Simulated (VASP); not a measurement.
The system is Ge.

```
CELL_PARAMETERS angstrom
1.39715 -2.60052 0.00000
1.39715 2.60052 0.00000
0.00000 0.00000 2.69823
ATOMIC_POSITIONS crystal
Ge 0.50000 0.50000 0.00000
```

- Program: VASP 6.6.1
- Task: relaxation of cell and atoms
- Functional: PBEsol
- Potentials or basis: VASP PAW PBE potentials, release 64 (Ge_d)
- Cutoff: 600 eV
- k mesh: 11 × 11 × 10
- Occupations: fermi-dirac, width 0.05 eV
- Spin: no spin polarisation

At the start: pressure -4.2 GPa; volume 19.61 Å³/atom.

Question: Where does the relaxation end?

Answer: Over 11 steps the energy falls by 20.4 meV/atom and the volume is 18.42 Å³/atom (-6.0 %); space group Cmmm (No. 65, to 0.05 Å).

The path:
```csv
step,energy change (eV),largest force (eV/Å),pressure (GPa),volume (Å³)
1,0.0000,0.0000,-4.16,19.61
2,-0.0176,0.0000,1.00,18.20
3,-0.0180,0.0000,0.17,18.37
4,-0.0180,0.0000,0.48,18.34
5,-0.0197,0.0000,0.25,18.36
6,-0.0202,0.0000,0.18,18.37
7,-0.0203,0.0000,0.07,18.38
8,-0.0204,0.0000,0.10,18.38
9,-0.0204,0.0000,0.16,18.38
10,-0.0204,0.0000,-0.15,18.44
11,-0.0204,0.0000,-0.03,18.42
```

Final structure:
```yaml
crystal:
  lattice:
    - [1.39811, -2.46721, 0.00000]
    - [1.39811, 2.46721, 0.00000]
    - [0.00000, 0.00000, 2.67063]
  atoms:
    - { symbol: Ge, position: [0.50000, 0.50000, 0.00000] }
```

Caveat: the PAW data sets were made with another functional, which shifts forces and pressure a little.
